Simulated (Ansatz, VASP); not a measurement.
## W: VASP beside Ansatz

INCAR

```
  PREC = Accurate
  ENCUT = 600
  EDIFF = 1E-7
  ISMEAR = 1
  SIGMA = 0.1
  LREAL = F
  LASPH = T
  NELM = 60
  ALGO = Normal
  ISIF = 3
  LWAVE = F
  LCHARG = F
  GGA = PS
  IBRION = 2
  NSW = 60
  EDIFFG = -0.005
```

The input KPOINTS:

```
Automatic mesh
0
Gamma
  24 24 24
```

Contents of POSCAR:

```
W
1.0
   -1.5800000000      1.5800000000      1.5800000000
    1.5800000000     -1.5800000000      1.5800000000
    1.5800000000      1.5800000000     -1.5800000000
W
1
Direct
    0.0000000000      0.0000000000      0.0000000000
```

Input for Ansatz:

```yaml
crystal:
  lattice:
    - [-1.58, 1.58, 1.58]
    - [1.58, -1.58, 1.58]
    - [1.58, 1.58, -1.58]
  atoms:
    - { symbol: W, position: [0.0, 0.0, 0.0] }
kpoints:
  mp_grid: { grid: [24, 24, 24] }
scf:
  occupations: { method: cold, width: 0.1 }
hamiltonian:
  xc: pbesol
  pseudopotentials: { kind: paw }
output:
  forces: true
  stress: true
  populations: false
relax:
  f_tol: 0.005
  max_steps: 40
  cell: {}
```

Alike in both runs: task relaxation of cell and atoms; functional PBEsol; k mesh 24 × 24 × 24; no spin polarisation.

|  | VASP | Ansatz |
| --- | --- | --- |
| version | VASP 6.6.1 | Ansatz 0.2.0 |
| potentials or method | VASP PAW PBE potentials, release 64 (W_sv) | plane-wave PAW, scalar-relativistic |
| plane-wave cutoff (eV) | 600 | 420 |
| occupations | methfessel-paxton of order 1, width 0.1 eV | cold, width 0.1 eV |
| valence electrons in the cell | 14 | 14 |

|  | VASP | Ansatz | Ansatz less VASP |
| --- | --- | --- | --- |
| relaxed volume (Å³/atom) | 15.72 | 15.69 | -0.033 |
| relaxed length of the cell vector where the two differ most in proportion (Å) | 2.734 | 2.732 | -0.0019 |

VASP's potentials were made for PBE, not for PBEsol.

Neither program's run includes spin-orbit coupling.
